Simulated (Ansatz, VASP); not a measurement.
# Sn in VASP and in Ansatz

INCAR

```
SYSTEM = Sn
  PREC = Accurate
  ENCUT = 520
  EDIFF = 1E-6
  ISMEAR = 0
  SIGMA = 0.15
  LREAL = .False.
  LASPH = .True.
  NELM = 100
  ALGO = Fast
  ISIF = 2
  LWAVE = .False.
  LCHARG = .False.
  GGA = CA
  NBANDS = 13
```

KPOINTS

```
Automatic mesh
0
Gamma
  20 20 20
  0 0 0
```

The input POSCAR:

```
Sn
1.0
   -1.7265390000      1.7755470000      2.2798834500
    1.7265390000     -1.7755470000      2.2798834500
    1.7265390000      1.7755470000     -2.2798834500
Sn
1
Direct
    0.0000000000      0.0000000000      0.0000000000
```

Input for Ansatz:

```yaml
crystal:
  lattice:
    - [-1.726539, 1.775547, 2.27988345]
    - [1.726539, -1.775547, 2.27988345]
    - [1.726539, 1.775547, -2.27988345]
  atoms:
    - { symbol: Sn, position: [0.0, 0.0, 0.0] }
basis:
  ecutwfc: 420
kpoints:
  mp_grid: { grid: [20, 20, 20] }
hamiltonian:
  xc: lda
scf:
  occupations: { method: gaussian, width: 0.15 }
output:
  forces: true
  stress: true
  eigenvalues: true
```

Change from the starting cell: strain +0.000 along x and y, -0.025 along z, atoms carried along.

Alike in both runs: task single point; functional LDA; k mesh 20 × 20 × 20; occupations gaussian, width 0.15 eV; no spin polarisation.

|  | VASP | Ansatz |
| --- | --- | --- |
| version | VASP 6.6.1 | Ansatz 0.2.0 |
| potentials or method | VASP PAW LDA potentials, release 64 (Sn_d), cutoff 520 eV | scalar-relativistic, plane waves, PAW |
| valence electrons in the cell | 14 | 14 |

Ansatz gave:

| Item | Value |
| --- | --- |
| gap on the k mesh at the Fermi level (eV) | none |
| pressure (GPa) | -3.9 |
| traceless stress, the component that is largest in VASP (GPa) | 0.41 |

Q: Estimate VASP's values.

A: gap on the k mesh at the Fermi level (eV): none; pressure (GPa): -3.8; traceless stress, the component that is largest in VASP (GPa): 0.42.

LDA's correlation is that of Perdew and Zunger in VASP and of Perdew and Wang (1992) in Ansatz. A gap of «none» marks a metal or a gap that the smearing closes.
